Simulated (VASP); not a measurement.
# Mo (Pm-3n) in VASP: further runs

Mo is run at these levels: PBE; tasks: single point, relaxation of cell and atoms.

Program: VASP 6.6.1. These are calculated values, not measurements. Logs are shortened: lines on timing, memory, paths and dates and some standing lists are left out, and cuts for length are marked.

### Step 1. The cell of the first run

Symmetry: Pm-3n, No. 223, cubic system. Conventional cell: a = 5.042 Å, b = 5.042 Å, c = 5.042 Å, α = 90.00°, β = 90.00°, γ = 90.00°. Mo (site symmetry m-3) has 12 Mo at 2.82 Å within 3.7 Å. Within 3.3 Å of Mo (site symmetry -4m2) lie 14 Mo at 2.52 to 3.09 Å.

### Step 2. Single point, PBE

File INCAR:

```
SYSTEM = Mo
PREC = Accurate
ENCUT = 520
EDIFF = 1E-6
ISMEAR = -1
SIGMA = 0.1
LREAL = .FALSE.
LASPH = .TRUE.
NELM = 80
ALGO = Normal
ISIF = 2
LWAVE = .FALSE.
LCHARG = .FALSE.
GGA = PE
NBANDS = 66
```

File KPOINTS:

```
Automatic mesh
0
G
  5 5 5
  0 0 0
```

File POSCAR:

```
Mo
1.0
    5.0424923283      0.0000000000      0.0000000000
    0.0000000000      5.0424923283      0.0000000000
    0.0000000000      0.0000000000      5.0424923283
Mo
8
Direct
    1.0000000000      0.0000000000      0.0000000000
    0.5000000000      0.5000000000      0.5000000000
    0.2500000000      0.0000000000      0.5000000000
    0.7500000000      0.0000000000      0.5000000000
    0.5000000000      0.2500000000      0.0000000000
    0.5000000000      0.7500000000      0.0000000000
    0.0000000000      0.5000000000      0.2500000000
    1.0000000000      0.5000000000      0.7500000000
```

Potentials or basis: VASP PAW PBE potentials, release 64 (Mo_sv).

Run with:

```console
$ cat potpaw_PBE.64/Mo_sv/POTCAR > POTCAR
$ mpirun -np 1 vasp_std > vasp.out
```

OUTCAR:

```text
SYSTEM = Mo
   PREC = Accurate
   ENCUT = 520
   EDIFF = 1E-6
   ISMEAR = -1
   LREAL = .FALSE.
   LASPH = .TRUE.
   NELM = 80
   ISIF = 2
   GGA = PE

 ion  position               nearest neighbor table
   1  0.000  0.000  0.000-   3 2.82   4 2.82   5 2.82   6 2.82   7 2.82   8 2.82   3 2.82   4 2.82
                             7 2.82   8 2.82   5 2.82   6 2.82
   2  0.500  0.500  0.500-   3 2.82   4 2.82   5 2.82   6 2.82   7 2.82   8 2.82   5 2.82   6 2.82
                             3 2.82   4 2.82   7 2.82   8 2.82
   3  0.250  0.000  0.500-   4 2.52   4 2.52   1 2.82   1 2.82   2 2.82   2 2.82   5 3.09   6 3.09
                             6 3.09   5 3.09   8 3.09   7 3.09   8 3.09   7 3.09
   4  0.750  0.000  0.500-   3 2.52   3 2.52   1 2.82   1 2.82   2 2.82   2 2.82   5 3.09   6 3.09
                             6 3.09   5 3.09   8 3.09   7 3.09   8 3.09   7 3.09
   5  0.500  0.250  0.000-   6 2.52   6 2.52   1 2.82   2 2.82   2 2.82   1 2.82   3 3.09   4 3.09
                             3 3.09   4 3.09   8 3.09   7 3.09   7 3.09   8 3.09
   6  0.500  0.750  0.000-   5 2.52   5 2.52   1 2.82   2 2.82   2 2.82   1 2.82   3 3.09   4 3.09
                             3 3.09   4 3.09   8 3.09   7 3.09   7 3.09   8 3.09
   7  0.000  0.500  0.250-   8 2.52   8 2.52   1 2.82   2 2.82   1 2.82   2 2.82   3 3.09   4 3.09
                             5 3.09   3 3.09   4 3.09   6 3.09   5 3.09   6 3.09
   8  0.000  0.500  0.750-   7 2.52   7 2.52   1 2.82   2 2.82   1 2.82   2 2.82   3 3.09   4 3.09
                             5 3.09   3 3.09   4 3.09   6 3.09   5 3.09   6 3.09

  LATTYP: Found a simple cubic cell.
 ALAT       =     5.0424923283

  Lattice vectors:

 A1 = (   5.0424923283,   0.0000000000,   0.0000000000)
 A2 = (   0.0000000000,   5.0424923283,   0.0000000000)
 A3 = (   0.0000000000,   0.0000000000,   5.0424923283)

Analysis of symmetry for initial positions (statically):
=====================================================================
 Subroutine PRICEL returns:
 Original cell was already a primitive cell.

 Routine SETGRP: Setting up the symmetry group for a
 simple cubic supercell.

 Subroutine GETGRP returns: Found 48 space group operations
 (whereof 24 operations were pure point group operations)
 out of a pool of 48 trial point group operations.

The static configuration has the point symmetry T_h .
 The point group associated with its full space group is O_h .

Analysis of symmetry for dynamics (positions and initial velocities):
=====================================================================
 Subroutine PRICEL returns:
 Original cell was already a primitive cell.

 Routine SETGRP: Setting up the symmetry group for a
 simple cubic supercell.

 Subroutine GETGRP returns: Found 48 space group operations
 (whereof 24 operations were pure point group operations)
 out of a pool of 48 trial point group operations.

The dynamic configuration has the point symmetry T_h .
 The point group associated with its full space group is O_h .

 Subroutine INISYM returns: Found 48 space group operations
 (whereof 24 operations are pure point group operations),
 and found     1 'primitive' translations

----------------------------------------------------------------------------------------

                                     Primitive cell

  volume of cell :     128.2141

  direct lattice vectors                    reciprocal lattice vectors
     5.042492328  0.000000000  0.000000000     0.198314630  0.000000000  0.000000000
     0.000000000  5.042492328  0.000000000     0.000000000  0.198314630  0.000000000
     0.000000000  0.000000000  5.042492328     0.000000000  0.000000000  0.198314630

  length of vectors
     5.042492328  5.042492328  5.042492328     0.198314630  0.198314630  0.198314630

  position of ions in fractional coordinates (direct lattice)
     0.000000000  0.000000000  0.000000000
     0.500000000  0.500000000  0.500000000
     0.250000000  0.000000000  0.500000000
     0.750000000  0.000000000  0.500000000
     0.500000000  0.250000000  0.000000000
     0.500000000  0.750000000  0.000000000
     0.000000000  0.500000000  0.250000000
     0.000000000  0.500000000  0.750000000

  ion indices of the primitive-cell ions
   primitive index   ion index
                 1           1
                 2           2
                 3           3
                 4           4
                 5           5
                 6           6
                 7           7
                 8           8

----------------------------------------------------------------------------------------

 KPOINTS: Automatic mesh

Automatic generation of k-mesh.
 Grid dimensions read from file:
 generate k-points for:    5    5    5

 Generating k-lattice:

  Cartesian coordinates                     Fractional coordinates (reciprocal lattice)
     0.039662926  0.000000000  0.000000000     0.200000000  0.000000000  0.000000000
     0.000000000  0.039662926  0.000000000     0.000000000  0.200000000  0.000000000
     0.000000000  0.000000000  0.039662926     0.000000000  0.000000000  0.200000000

  Length of vectors
     0.039662926  0.039662926  0.039662926

  Shift w.r.t. Gamma in fractional coordinates (k-lattice)
     0.000000000  0.000000000  0.000000000

 Subroutine IBZKPT returns following result:
 ===========================================

 Found     10 irreducible k-points:

 Following reciprocal coordinates:
            Coordinates               Weight
  0.000000  0.000000  0.000000      1.000000
  0.200000  0.000000  0.000000      6.000000
  0.400000  0.000000  0.000000      6.000000
  0.200000  0.200000  0.000000     12.000000
  0.400000  0.200000  0.000000     24.000000
  0.400000  0.400000  0.000000     12.000000
  0.200000  0.200000  0.200000      8.000000
  0.400000  0.200000  0.200000     24.000000
  0.400000  0.400000  0.200000     24.000000
  0.400000  0.400000  0.400000      8.000000
   k-points           NKPTS =     10   k-points in BZ     NKDIM =     10   number of bands    NBANDS=     66
   number of dos      NEDOS =    301   number of ions     NIONS =      8
   total plane-waves  NPLWV =  64000
   dimension x,y,z NGX =    40 NGY =   40 NGZ =   40
   dimension x,y,z NGXF=    80 NGYF=   80 NGZF=   80
   ions per type =               8
   NGX,Y,Z   is equivalent  to a cutoff of  13.19, 13.19, 13.19 a.u.
   NGXF,Y,Z  is equivalent  to a cutoff of  26.38, 26.38, 26.38 a.u.
 SYSTEM =  Mo
   PREC   = accura    normal or accurate (medium, high low for compatibility)
   ISTART =      0    job   : 0-new  1-cont  2-samecut
   ICHARG =      2    charge: 1-file 2-atom 10-const
   ISPIN  =      1    spin polarized calculation?
   LNONCOLLINEAR =      F non collinear calculations
   LSORBIT =      F    spin-orbit coupling
   LASPH  =      T    aspherical Exc in radial PAW
   ENCUT  =  520.0 eV  38.22 Ry    6.18 a.u.   9.38  9.38  9.38*2*pi/ulx,y,z
   NELM   =     80;   NELMIN=  2; NELMDL= -5     # of ELM steps
   EDIFF  = 0.1E-05   stopping-criterion for ELM
   LREAL  =      F    real-space projection
   EDIFFG = 0.1E-04   stopping-criterion for IOM
   NSW    =      0    number of steps for IOM
   IBRION =     -1    ionic relax: 0-MD 1-quasi-New 2-CG
   NFREE  =      0    steps in history (QN), initial steepest desc. (CG)
   ISIF   =      2    stress and relaxation
   ISYM   =      2    0-nonsym 1-usesym 2-fastsym
   POTIM  = 0.5000    time-step for ionic-motion
   TEBEG  =    0.0;   TEEND  =   0.0 temperature during run
   PSTRESS=    0.0 pullay stress
   NELECT =     112.0000    total number of electrons
   NUPDOWN=      -1.0000    fix difference up-down
   EMIN   =  10.00;   EMAX   =-10.00  energy-range for DOS
   EFERMI =   0.00;   METHOD = LEGACY
   ISMEAR =    -1;   SIGMA  =   0.10  broadening in eV -4-tet -1-fermi 0-gaus
   EFERMI_NEDOS =   21; number of points for ismear=-14 and -15
   IALGO  =     38    algorithm
   IMIX   =      4    mixing-type and parameters
     AMIX     =   0.40;   BMIX     =  1.00
     AMIX_MAG =   1.60;   BMIX_MAG =  1.00
  volume/ion in A,a.u.               =      16.03       108.15
  Fermi-wavevector in a.u.,A,eV,Ry     =   1.564956  2.957339 33.321875  2.449089
  Thomas-Fermi vector in A             =   2.667504
   LORBIT       =      0    0 simple, 1 ext, 2 COOP (PROOUT), +10 PAW based schemes
   GGA     = PE    functional components
[... 5 lines left out ...]
 non-spin polarized calculation
  energy-cutoff  :      520.00
  volume of cell :      128.21
 maximum number of plane-waves:      3482
 NGX is ok and might be reduce to    40
   NGX = 19   NGY = 19   NGZ = 19

 number of electron     112.0000045 magnetization

 Free energy of the ion-electron system (eV)
  ---------------------------------------------------
  ext. energy  EPLUGINS =         0.00000000
  ---------------------------------------------------
  free energy    TOTEN  =       -86.86318978 eV

  energy without entropy =      -86.71644135  energy(sigma->0) =      -86.78981557

 E-fermi :  11.8893     XC(G=0): -13.2360

 val. band max:       11.8566371057   @ k =   0.4000   0.2000   0.2000
 cond. band min:      11.8928595383   @ k =   0.4000   0.2000   0.0000
 fundamental gap:      0.0362224327
 Fermi energy:        11.8893192962

 k-point     1 :       0.0000    0.0000    0.0000
  band No.  band energies     occupation
      1     -49.1198      2.00000
      2     -49.0018      2.00000
      3     -49.0018      2.00000
      4     -48.7625      2.00000
      5     -48.7625      2.00000
      6     -48.7625      2.00000
[... 58 lines left out ...]
     65      13.4738      0.00000
     66      14.2166      0.00000

 k-point     2 :       0.2000    0.0000    0.0000
  band No.  band energies     occupation
      1     -49.1027      2.00000
      2     -49.0079      2.00000
      3     -48.9849      2.00000
      4     -48.7933      2.00000
      5     -48.7625      2.00000
      6     -48.7625      2.00000
[... 58 lines left out ...]
     65      13.9451      0.00000
     66      14.0277      0.00000

 k-point     3 :       0.4000    0.0000    0.0000
  band No.  band energies     occupation
      1     -49.0641      2.00000
      2     -49.0283      2.00000
      3     -48.9349      2.00000
      4     -48.8620      2.00000
      5     -48.7625      2.00000
      6     -48.7625      2.00000
[... 58 lines left out ...]
     65      14.1437      0.00000
     66      14.1641      0.00000

 k-point     4 :       0.2000    0.2000    0.0000
  band No.  band energies     occupation
      1     -49.0859      2.00000
      2     -49.0007      2.00000
      3     -48.9804      2.00000
      4     -48.7946      2.00000
      5     -48.7905      2.00000
      6     -48.7625      2.00000
[... 58 lines left out ...]
     65      14.1918      0.00000
     66      14.2535      0.00000

 k-point     5 :       0.4000    0.2000    0.0000
  band No.  band energies     occupation
      1     -49.0502      2.00000
      2     -49.0124      2.00000
      3     -48.9351      2.00000
      4     -48.8612      2.00000
      5     -48.7913      2.00000
      6     -48.7625      2.00000
[... 58 lines left out ...]
     65      13.7502      0.00000
     66      14.5554      0.00000

 k-point     6 :       0.4000    0.4000    0.0000
  band No.  band energies     occupation
      1     -49.0324      2.00000
      2     -48.9651      2.00000
      3     -48.9290      2.00000
      4     -48.8670      2.00000
      5     -48.8523      2.00000
      6     -48.7625      2.00000
[... 58 lines left out ...]
     65      13.9962      0.00000
     66      14.3959      0.00000

 k-point     7 :       0.2000    0.2000    0.2000
  band No.  band energies     occupation
      1     -49.0685      2.00000
      2     -48.9847      2.00000
      3     -48.9847      2.00000
      4     -48.7954      2.00000
      5     -48.7900      2.00000
      6     -48.7900      2.00000
[... 58 lines left out ...]
     65      13.6741      0.00000
     66      14.7893      0.00000

 k-point     8 :       0.4000    0.2000    0.2000
  band No.  band energies     occupation
      1     -49.0317      2.00000
      2     -49.0009      2.00000
      3     -48.9350      2.00000
      4     -48.8604      2.00000
      5     -48.7913      2.00000
      6     -48.7897      2.00000
[... 58 lines left out ...]
     65      13.9327      0.00000
     66      14.3104      0.00000

 k-point     9 :       0.4000    0.4000    0.2000
  band No.  band energies     occupation
      1     -49.0082      2.00000
      2     -48.9583      2.00000
      3     -48.9286      2.00000
      4     -48.8639      2.00000
      5     -48.8535      2.00000
      6     -48.7891      2.00000
[... 58 lines left out ...]
     65      13.9962      0.00000
     66      14.0214      0.00000

 k-point    10 :       0.4000    0.4000    0.4000
  band No.  band energies     occupation
      1     -48.9529      2.00000
      2     -48.9333      2.00000
      3     -48.9333      2.00000
      4     -48.8582      2.00000
      5     -48.8582      2.00000
      6     -48.8540      2.00000
[... 58 lines left out ...]
     65      14.0530      0.00000
     66      14.1187      0.00000

------------------------ aborting loop because EDIFF is reached ----------------------------------------

  FORCE on cell =-STRESS in cart. coord.  units (eV):
  Direction    XX          YY          ZZ          XY          YZ          ZX
  --------------------------------------------------------------------------------------
  -------------------------------------------------------------------------------------
  Total        0.3896081      0.3896081      0.3896081      0.0000000     -0.0000000     -0.0000000
  in kB        4.8685854      4.8685854      4.8685854      0.0000000     -0.0000000     -0.0000000
  external PRESSURE =       4.8685854 kB  Pullay stress =       0.0000000 kB

 VOLUME and BASIS-vectors are now :
 -----------------------------------------------------------------------------
  energy-cutoff  :      520.00
  volume of cell :      128.21
      direct lattice vectors                 reciprocal lattice vectors
     5.042492328  0.000000000  0.000000000     0.198314630  0.000000000  0.000000000
     0.000000000  5.042492328  0.000000000     0.000000000  0.198314630  0.000000000
     0.000000000  0.000000000  5.042492328     0.000000000  0.000000000  0.198314630

 POSITION                                       TOTAL-FORCE (eV/Angst)
 -----------------------------------------------------------------------------------
      0.00000      0.00000      0.00000         0.000000      0.000000      0.000000
      2.52125      2.52125      2.52125         0.000000      0.000000      0.000000
      1.26062      0.00000      2.52125         0.000000      0.000000     -0.000000
      3.78187      0.00000      2.52125        -0.000000     -0.000000     -0.000000
      2.52125      1.26062      0.00000         0.000000     -0.000000      0.000000
      2.52125      3.78187      0.00000        -0.000000      0.000000     -0.000000
      0.00000      2.52125      1.26062         0.000000     -0.000000      0.000000
      0.00000      2.52125      3.78187        -0.000000     -0.000000      0.000000
 -----------------------------------------------------------------------------------
    total drift:                                0.000000     -0.000000      0.000000

  FREE ENERGIE OF THE ION-ELECTRON SYSTEM (eV)
  ---------------------------------------------------
  free  energy   TOTEN  =       -86.8631897774 eV

  energy  without entropy=      -86.7164413528  energy(sigma->0) =      -86.78981557
```

Run time: 65 s. Hardware: 1 thread of Intel Xeon Platinum 8559C (Emerald Rapids), shared host; peak memory 0.26 GiB.

What came out:

| Property | Result |
| --- | --- |
| Free energy | -86.8632 eV |
| Pressure | 0.5 GPa |
| Band gap on the k mesh | zero (band 56 reaches 11.99 eV, above the bottom of band 57 at 11.41 eV) |

Levels at points of the mesh, in eV from the Fermi level:
| k point | band 53 | band 54 | band 55 | band 56 | band 57 | band 58 | band 59 | band 60 |
| --- | --- | --- | --- | --- | --- | --- | --- | --- |
| (0.00, 0.00, 0.00) | -0.90 | -0.90 | -0.48 | -0.48 | -0.48 | 1.23 | 1.23 | 1.23 |

(Continued in part 2 of 2.)
